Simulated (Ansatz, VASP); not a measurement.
## AlNi in VASP and in Ansatz

Contents of INCAR:

```
SYSTEM = AlNi
  PREC = Accurate
  ENCUT = 520
  EDIFF = 1E-7
  ISMEAR = 0
  SIGMA = 0.15
  LREAL = .FALSE.
  LASPH = .TRUE.
  NELM = 80
  ALGO = Normal
  ISIF = 2
  LWAVE = .FALSE.
  LCHARG = .FALSE.
  GGA = PS
  NBANDS = 14
```

The input KPOINTS:

```
Automatic mesh
0
G
  16 16 16
  0 0 0
```

The input POSCAR:

```
AlNi
1.0
    2.9962400000      0.0000000000      0.0000000000
    0.0000000000      2.9962400000      0.0000000000
    0.0000000000      0.0000000000      2.8810000000
Al Ni
1 1
Direct
    0.0000000000      0.0000000000      0.0000000000
    0.5000000000      0.5000000000      0.5000000000
```

Input for Ansatz:

```yaml
crystal:
  lattice:
    - [2.99624, 0.0, 0.0]
    - [0.0, 2.99624, 0.0]
    - [0.0, 0.0, 2.881]
  atoms:
    - { symbol: Al, position: [0.0, 0.0, 0.0] }
    - { symbol: Ni, position: [0.5, 0.5, 0.5] }
basis:
  ecutwfc: 420
kpoints:
  mp_grid: { grid: [16, 16, 16] }
hamiltonian:
  xc: pbesol
scf:
  occupations: { method: gaussian, width: 0.15 }
output:
  forces: true
  stress: true
  eigenvalues: true
```

Change from the starting cell: strain +0.040 along x and y, +0.000 along z, atoms carried along.

Alike in both runs: task single point; functional PBEsol; k mesh 16 × 16 × 16; occupations gaussian, width 0.15 eV; no spin polarisation.

|  | VASP | Ansatz |
| --- | --- | --- |
| version | VASP 6.6.1 | Ansatz 0.2.0 |
| potentials or method | VASP PAW PBE potentials, release 64 (Al, Ni), cutoff 520 eV | scalar-relativistic, plane waves, PAW |
| valence electrons in the cell | 13 | 21 |

Ansatz gave:

| Item | Value |
| --- | --- |
| gap on the k mesh at the Fermi level (eV) | none |
| pressure (GPa) | -13.6 |
| traceless stress, the component that is largest in VASP (GPa) | 1.79 |

Problem. Which values does VASP return?

Solution. gap on the k mesh at the Fermi level (eV): none; pressure (GPa): -13.5; traceless stress, the component that is largest in VASP (GPa): 1.84.

VASP's potentials were made for PBE, not for PBEsol. A gap of «none» marks a metal or a gap that the smearing closes. With one functional, cell and mesh, what is left measures potentials, basis and numerics. VASP's potentials hold 13 valence electrons a cell and Ansatz's 21, so a difference there can come from the potentials and not from the codes.
